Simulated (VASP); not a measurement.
# InSb (I-4m2) in VASP: a series of runs

InSb is run at these levels: PBEsol; tasks: single point.

Everything below comes from runs of VASP 6.6.1. Logs are shortened: lines on timing, memory, paths and dates and some standing lists are left out, and cuts for length are marked.

### Step 1. The cell of the first run

Symmetry: I-4m2, No. 119, tetragonal system. Conventional cell: a = 6.129 Å, b = 6.129 Å, c = 2.844 Å, α = 90.00°, β = 90.00°, γ = 90.00°. In (site symmetry -4m2) has 2 In at 2.84 Å and 8 Sb at 3.15 to 3.73 Å within 3.8 Å. Within 3.8 Å of Sb (site symmetry -4m2) lie 2 Sb at 2.84 Å and 8 In at 3.15 to 3.73 Å.

### Step 2. Single point, PBEsol

File INCAR:

```
SYSTEM = InSb
  PREC = Accurate
  ENCUT = 520
  EDIFF = 1E-6
  ISMEAR = 0
  SIGMA = 0.15
  LREAL = .FALSE.
  LASPH = .TRUE.
  NELM = 80
  ALGO = Fast
  ISIF = 2
  LWAVE = .FALSE.
  LCHARG = .FALSE.
  GGA = PS
  NBANDS = 16
```

File KPOINTS:

```
Automatic mesh
0
G
  24 24 24
  0 0 0
```

File POSCAR:

```
InSb
1.0
   -3.0642955528      3.0642955528      1.4221651532
    3.0642955528     -3.0642955528      1.4221651532
    3.0642955528      3.0642955528     -1.4221651532
In Sb
1 1
Direct
    0.2500000000      0.7500000000      0.5000000000
    0.0000000000      0.0000000000      0.0000000000
```

Potentials or basis: VASP PAW PBE potentials, release 64 (In_d, Sb).

The run is started by

```sh
cat potpaw_PBE.64/In_d/POTCAR potpaw_PBE.64/Sb/POTCAR > POTCAR
mpirun -np 1 vasp_std > vasp.out
```

OUTCAR:

```text
SYSTEM = InSb
   PREC = Accurate
   ENCUT = 520
   EDIFF = 1E-6
   ISMEAR = 0
   LREAL = .FALSE.
   LASPH = .TRUE.
   NELM = 80
   ISIF = 2
   GGA = PS

 ion  position               nearest neighbor table
   1  0.250  0.750  0.500-   2 3.15   2 3.15   2 3.15   2 3.15   2 3.73   2 3.73   2 3.73   2 3.73

   2  0.000  0.000  0.000-   1 3.15   1 3.15   1 3.15   1 3.15   1 3.73   1 3.73   1 3.73   1 3.73

  LATTYP: Found a body centered tetragonal cell.
 ALAT       =     6.1285911056
 C/A-ratio  =     0.4641083501

  Lattice vectors:

 A1 = (  -3.0642955528,   3.0642955528,   1.4221651532)
 A2 = (   3.0642955528,  -3.0642955528,   1.4221651532)
 A3 = (   3.0642955528,   3.0642955528,  -1.4221651532)

Analysis of symmetry for initial positions (statically):
=====================================================================
 Subroutine PRICEL returns:
 Original cell was already a primitive cell.

 Routine SETGRP: Setting up the symmetry group for a
 body centered tetragonal supercell.

 Subroutine GETGRP returns: Found  8 space group operations
 (whereof  8 operations were pure point group operations)
 out of a pool of 16 trial point group operations.

The static configuration has the point symmetry D_2d.

Analysis of symmetry for dynamics (positions and initial velocities):
=====================================================================
 Subroutine PRICEL returns:
 Original cell was already a primitive cell.

 Routine SETGRP: Setting up the symmetry group for a
 body centered tetragonal supercell.

 Subroutine GETGRP returns: Found  8 space group operations
 (whereof  8 operations were pure point group operations)
 out of a pool of 16 trial point group operations.

The dynamic configuration has the point symmetry D_2d.

 Subroutine INISYM returns: Found  8 space group operations
 (whereof  8 operations are pure point group operations),
 and found     1 'primitive' translations

----------------------------------------------------------------------------------------

                                     Primitive cell

  volume of cell :      53.4160

  direct lattice vectors                    reciprocal lattice vectors
    -3.064295553  3.064295553  1.422165153     0.000000000  0.163169639  0.351576608
     3.064295553 -3.064295553  1.422165153     0.163169639  0.000000000  0.351576608
     3.064295553  3.064295553 -1.422165153     0.163169639  0.163169639  0.000000000

  length of vectors
     4.560961323  4.560961323  4.560961323     0.387595720  0.387595720  0.230756717

  position of ions in fractional coordinates (direct lattice)
     0.250000000  0.750000000  0.500000000
     0.000000000  0.000000000  0.000000000

  ion indices of the primitive-cell ions
   primitive index   ion index
                 1           1
                 2           2

----------------------------------------------------------------------------------------

 KPOINTS: Automatic mesh

Automatic generation of k-mesh.
 Grid dimensions read from file:
 generate k-points for:   24   24   24

 Generating k-lattice:

  Cartesian coordinates                     Fractional coordinates (reciprocal lattice)
     0.000000000  0.006798735  0.014649025     0.041666667  0.000000000 -0.000000000
     0.006798735  0.000000000  0.014649025     0.000000000  0.041666667 -0.000000000
     0.006798735  0.006798735  0.000000000     0.000000000  0.000000000  0.041666667

  Length of vectors
     0.016149822  0.016149822  0.009614863

  Shift w.r.t. Gamma in fractional coordinates (k-lattice)
     0.000000000  0.000000000  0.000000000

 Subroutine IBZKPT returns following result:
 ===========================================

 Found   1063 irreducible k-points:

 Following reciprocal coordinates:
            Coordinates               Weight
  0.000000  0.000000  0.000000      1.000000
  0.041667  0.000000 -0.000000      8.000000
  0.083333  0.000000 -0.000000      8.000000
  0.125000  0.000000 -0.000000      8.000000
  0.166667  0.000000  0.000000      8.000000
  0.208333  0.000000 -0.000000      8.000000
[... 16 lines left out ...]
  0.416667  0.041667 -0.000000     16.000000
  0.458333  0.041667 -0.000000     16.000000
 [... further k-points ...]
   k-points           NKPTS =   1063   k-points in BZ     NKDIM =   1063   number of bands    NBANDS=     16
   number of dos      NEDOS =    301   number of ions     NIONS =      2
   total plane-waves  NPLWV =  46656
   dimension x,y,z NGX =    36 NGY =   36 NGZ =   36
   dimension x,y,z NGXF=    72 NGYF=   72 NGZF=   72
   ions per type =               1   1
   NGX,Y,Z   is equivalent  to a cutoff of  13.12, 13.12, 13.12 a.u.
   NGXF,Y,Z  is equivalent  to a cutoff of  26.24, 26.24, 26.24 a.u.
 SYSTEM =  InSb
   PREC   = accura    normal or accurate (medium, high low for compatibility)
   ISTART =      0    job   : 0-new  1-cont  2-samecut
   ICHARG =      2    charge: 1-file 2-atom 10-const
   ISPIN  =      1    spin polarized calculation?
   LNONCOLLINEAR =      F non collinear calculations
   LSORBIT =      F    spin-orbit coupling
   LASPH  =      T    aspherical Exc in radial PAW
   ENCUT  =  520.0 eV  38.22 Ry    6.18 a.u.   8.48  8.48  8.48*2*pi/ulx,y,z
   NELM   =     80;   NELMIN=  2; NELMDL= -5     # of ELM steps
   EDIFF  = 0.1E-05   stopping-criterion for ELM
   LREAL  =      F    real-space projection
   EDIFFG = 0.1E-04   stopping-criterion for IOM
   NSW    =      0    number of steps for IOM
   IBRION =     -1    ionic relax: 0-MD 1-quasi-New 2-CG
   NFREE  =      0    steps in history (QN), initial steepest desc. (CG)
   ISIF   =      2    stress and relaxation
   ISYM   =      2    0-nonsym 1-usesym 2-fastsym
   POTIM  = 0.5000    time-step for ionic-motion
   TEBEG  =    0.0;   TEEND  =   0.0 temperature during run
   PSTRESS=    0.0 pullay stress
   NELECT =      18.0000    total number of electrons
   NUPDOWN=      -1.0000    fix difference up-down
   EMIN   =  10.00;   EMAX   =-10.00  energy-range for DOS
   EFERMI =   0.00;   METHOD = LEGACY
   ISMEAR =     0;   SIGMA  =   0.15  broadening in eV -4-tet -1-fermi 0-gaus
   EFERMI_NEDOS =   21; number of points for ismear=-14 and -15
   IALGO  =     68    algorithm
   IMIX   =      4    mixing-type and parameters
     AMIX     =   0.40;   BMIX     =  1.00
     AMIX_MAG =   1.60;   BMIX_MAG =  1.00
  volume/ion in A,a.u.               =      26.71       180.23
  Fermi-wavevector in a.u.,A,eV,Ry     =   1.139223  2.152818 17.658021  1.297828
  Thomas-Fermi vector in A             =   2.275926
   LORBIT       =      0    0 simple, 1 ext, 2 COOP (PROOUT), +10 PAW based schemes
   GGA     = PS    functional components
   LHFCALC =     F    Hartree Fock is set to
   AEXX    =    0.0000 exact exchange contribution
   IVDW    =     0    specifies the selected vdW correction
   LEPSILON=     F    determine dielectric tensor
   LRPA    =     F    only Hartree local field effects (RPA)
 non-spin polarized calculation
 RMM-DIIS sequential band-by-band and
 Gauss-broadening in eV      SIGMA  =   0.15
  energy-cutoff  :      520.00
  volume of cell :       53.42
 maximum number of plane-waves:      1473
 NGX is ok and might be reduce to    36

 number of electron      17.9999998 magnetization

 Free energy of the ion-electron system (eV)
  ---------------------------------------------------
  ext. energy  EPLUGINS =         0.00000000
  ---------------------------------------------------
  free energy    TOTEN  =        -7.35645408 eV

  energy without entropy =       -7.34536946  energy(sigma->0) =       -7.35091177

 E-fermi :   7.5427     XC(G=0): -10.2481

 val. band max:        7.5408335483   @ k =  -0.2083   0.2917   0.0833
 cond. band min:       7.5436971899   @ k =   0.4167   0.3750  -0.0000
 fundamental gap:      0.0028636416
 Fermi energy:         7.5426988183

 k-point     1 :       0.0000    0.0000    0.0000
  band No.  band energies     occupation
      1      -7.4822      2.00000
      2      -6.9020      2.00000
      3      -6.9012      2.00000
      4      -6.6618      2.00000
      5      -6.6618      2.00000
      6      -4.2956      2.00000
[... 8 lines left out ...]
     15      16.6752      0.00000
     16      19.8176      0.00000

 k-point     2 :       0.0417    0.0000   -0.0000
  band No.  band energies     occupation
      1      -7.4655      2.00000
      2      -6.9013      2.00000
      3      -6.8997      2.00000
      4      -6.6697      2.00000
      5      -6.6697      2.00000
      6      -4.2566      2.00000
[... 8 lines left out ...]
     15      16.8228      0.00000
     16      19.4809      0.00000

 k-point     3 :       0.0833    0.0000   -0.0000
  band No.  band energies     occupation
      1      -7.4165      2.00000
      2      -6.8995      2.00000
      3      -6.8954      2.00000
      4      -6.6928      2.00000
      5      -6.6927      2.00000
      6      -4.1393      2.00000
[... 8 lines left out ...]
     15      17.1103      0.00000
     16      18.2796      0.00000

 k-point     4 :       0.1250    0.0000   -0.0000
  band No.  band energies     occupation
      1      -7.3383      2.00000
      2      -6.8965      2.00000
      3      -6.8887      2.00000
      4      -6.7294      2.00000
      5      -6.7291      2.00000
      6      -3.9432      2.00000
[... 8 lines left out ...]
     15      16.7755      0.00000
     16      17.7547      0.00000

 k-point     5 :       0.1667    0.0000    0.0000
  band No.  band energies     occupation
      1      -7.2359      2.00000
      2      -6.8927      2.00000
      3      -6.8800      2.00000
      4      -6.7767      2.00000
      5      -6.7759      2.00000
      6      -3.6682      2.00000
[... 8 lines left out ...]
     15      16.6181      0.00000
     16      16.9697      0.00000

 k-point     6 :       0.2083    0.0000   -0.0000
  band No.  band energies     occupation
      1      -7.1160      2.00000
      2      -6.8885      2.00000
      3      -6.8705      2.00000
      4      -6.8309      2.00000
      5      -6.8290      2.00000
      6      -3.3144      2.00000
[... 8 lines left out ...]
     15      16.1312      0.00000
     16      16.4951      0.00000

 k-point     7 :       0.2500    0.0000   -0.0000
  band No.  band energies     occupation
      1      -6.9872      2.00000
      2      -6.8920      2.00000
      3      -6.8899      2.00000
      4      -6.8794      2.00000
      5      -6.8557      2.00000
      6      -2.8828      2.00000
[... 8 lines left out ...]
     15      15.6878      0.00000
     16      15.9027      0.00000

 k-point     8 :       0.2917    0.0000   -0.0000
  band No.  band energies     occupation
      1      -6.9489      2.00000
      2      -6.9451      2.00000
      3      -6.8777      2.00000
      4      -6.8535      2.00000
      5      -6.8459      2.00000
      6      -2.3759      2.00000
[... 8 lines left out ...]
     15      15.3073      0.00000
     16      15.8013      0.00000

 k-point     9 :       0.3333    0.0000   -0.0000
  band No.  band energies     occupation
      1      -7.0002      2.00000
      2      -6.9969      2.00000
      3      -6.8731      2.00000
      4      -6.8357      2.00000
      5      -6.7319      2.00000
      6      -1.7980      2.00000
[... 8 lines left out ...]
     15      14.8051      0.00000
     16      16.2691      0.00000
[... 172 lines left out ...]
 k-point    19 :       0.2500    0.0417    0.0000
  band No.  band energies     occupation
      1      -6.9480      2.00000
      2      -6.9447      2.00000
      3      -6.8759      2.00000
      4      -6.8548      2.00000
      5      -6.8474      2.00000
      6      -2.4348      2.00000
[... 8 lines left out ...]
     15      15.0373      0.00000
     16      15.6025      0.00000

 k-point    20 :       0.2917    0.0417    0.0000
  band No.  band energies     occupation
      1      -6.9996      2.00000
      2      -6.9965      2.00000
      3      -6.8713      2.00000
      4      -6.8371      2.00000
      5      -6.7330      2.00000
      6      -1.8639      2.00000
[... 8 lines left out ...]
     15      14.5638      0.00000
     16      16.0168      0.00000

 k-point    21 :       0.3333    0.0417   -0.0000
  band No.  band energies     occupation
      1      -7.0439      2.00000
      2      -7.0406      2.00000
      3      -6.8675      2.00000
      4      -6.8280      2.00000
      5      -6.6271      2.00000
      6      -1.2292      2.00000
[... 8 lines left out ...]
     15      14.3128      0.00000
     16      16.6076      0.00000

 k-point    22 :       0.3750    0.0417   -0.0000
  band No.  band energies     occupation
      1      -7.0777      2.00000
      2      -7.0742      2.00000
      3      -6.8647      2.00000
      4      -6.8208      2.00000
      5      -6.5453      2.00000
      6      -0.5514      2.00000
[... 8 lines left out ...]
     15      15.0949      0.00000
     16      17.2595      0.00000

 k-point    23 :       0.4167    0.0417   -0.0000
  band No.  band energies     occupation
      1      -7.0988      2.00000
      2      -7.0953      2.00000
      3      -6.8633      2.00000
      4      -6.8162      2.00000
      5      -6.4934      2.00000
      6       0.1048      2.00000
[... 8 lines left out ...]
     15      15.9983      0.00000
     16      17.2786      0.00000

 k-point    24 :       0.4583    0.0417   -0.0000
  band No.  band energies     occupation
      1      -7.1061      2.00000
      2      -7.1025      2.00000
      3      -6.8632      2.00000
      4      -6.8142      2.00000
      5      -6.4754      2.00000
      6       0.4915      2.00000
[... 8 lines left out ...]
     15      16.4934      0.00000
     16      16.9804      0.00000

 [... further k-points ...]
[... 5 lines left out ...]
  --------------------------------------------------------------------------------------
  -------------------------------------------------------------------------------------
  Total       -0.7032710     -0.7032710      3.8991768      0.0000000      0.0000000      0.0000000
  in kB      -21.0941464    -21.0941464    116.9532194      0.0000000      0.0000000      0.0000000
  external PRESSURE =      24.9216422 kB  Pullay stress =       0.0000000 kB

 VOLUME and BASIS-vectors are now :
 -----------------------------------------------------------------------------
  energy-cutoff  :      520.00
  volume of cell :       53.42
      direct lattice vectors                 reciprocal lattice vectors
    -3.064295553  3.064295553  1.422165153     0.000000000  0.163169639  0.351576608
     3.064295553 -3.064295553  1.422165153     0.163169639  0.000000000  0.351576608
     3.064295553  3.064295553 -1.422165153     0.163169639  0.163169639  0.000000000

 POSITION                                       TOTAL-FORCE (eV/Angst)
 -----------------------------------------------------------------------------------
      3.06430      0.00000      0.71108        -0.000000      0.000000     -0.000000
      0.00000      0.00000      0.00000         0.000000     -0.000000      0.000000
 -----------------------------------------------------------------------------------
    total drift:                               -0.000000      0.000000      0.000000

  FREE ENERGIE OF THE ION-ELECTRON SYSTEM (eV)
  ---------------------------------------------------
  free  energy   TOTEN  =        -7.3564540848 eV

  energy  without entropy=       -7.3453694583  energy(sigma->0) =       -7.35091177
```

Wall time 23 min (1 thread of AMD EPYC 9755, shared host); peak memory 0.96 GiB.

What came out:

```yaml
Free_energy: -7.3565 eV
Pressure: 2.5 GPa
Band_gap_on_the_k_mesh: zero (bands 9 and 10 overlap by 3.48 eV)
```

Stress tensor (GPa, compression positive):
```
-2.11  0.00  0.00
 0.00 -2.11  0.00
 0.00  0.00 11.70
```

Caveat: the stress differs along the axes, from -2 to 12 GPa; the PAW data sets were made with another functional, which shifts forces and pressure a little; spin-orbit coupling is left out, which moves the levels of the heavy elements.

### Step 3. Single point, PBEsol

This run uses another cell than the first one, of the same volume but with other edges.

File INCAR:

```
SYSTEM = InSb
  PREC = Accurate
  ENCUT = 520
  EDIFF = 1E-6
  ISMEAR = 0
  SIGMA = 0.15
  LREAL = .FALSE.
  LASPH = .TRUE.
  NELM = 100
  ALGO = Fast
  ISIF = 2
  LWAVE = .FALSE.
  LCHARG = .TRUE.
  GGA = PS
  LELF = .TRUE.
  LVHAR = .TRUE.
  NBANDS = 16
```

KPOINTS is that of step 2.

File POSCAR:

```
InSb
1.0
   -2.7315545469      2.7315545469      1.7897467398
    2.7315545469     -2.7315545469      1.7897467398
    2.7315545469      2.7315545469     -1.7897467398
In Sb
1 1
Direct
    0.2500000000      0.7500000000      0.5000000000
    0.0000000000      0.0000000000      0.0000000000
```

Potentials or basis: VASP PAW PBE potentials, release 64 (In_d, Sb).

The run is started by

```sh
cat potpaw_PBE.64/In_d/POTCAR potpaw_PBE.64/Sb/POTCAR > POTCAR
mpirun -np 1 vasp_std > vasp.out
```

Run time: 15 min. Hardware: 1 thread of AMD EPYC 9755, shared host; peak memory 0.94 GiB.

The run converged. Its results:

```
Free energy            : -7.4108 eV
Pressure               : 2.6 GPa
Band gap on the k mesh : zero (bands 9 and 10 overlap by 4.65 eV)
```

Stress tensor (GPa, compression positive):
```
 4.86  0.00  0.00
 0.00  4.86  0.00
 0.00  0.00 -1.90
```

Levels at points of the mesh, in eV from the Fermi level:
| k point | band 6 | band 7 | band 8 | band 9 | band 10 | band 11 | band 12 | band 13 |
| --- | --- | --- | --- | --- | --- | --- | --- | --- |
| (0.00, 0.00, 0.00) | -11.68 | -1.58 | -1.54 | -1.54 | 2.83 | 3.86 | 6.43 | 7.00 |
| (0.50, 0.00, 0.00) | -8.94 | -5.64 | -1.96 | -1.84 | -1.03 | 2.30 | 3.58 | 5.63 |
| (0.50, 0.50, 0.00) | -10.13 | -7.56 | 0.19 | 1.26 | 2.76 | 3.49 | 3.59 | 5.39 |
| (0.50, 0.50, 0.50) | -8.67 | -4.98 | -4.78 | -4.78 | 1.26 | 2.93 | 10.59 | 10.59 |

Caveat: the stress differs along the axes, from -2 to 5 GPa; the PAW data sets were made with another functional, which shifts forces and pressure a little; spin-orbit coupling is left out, which moves the levels of the heavy elements.
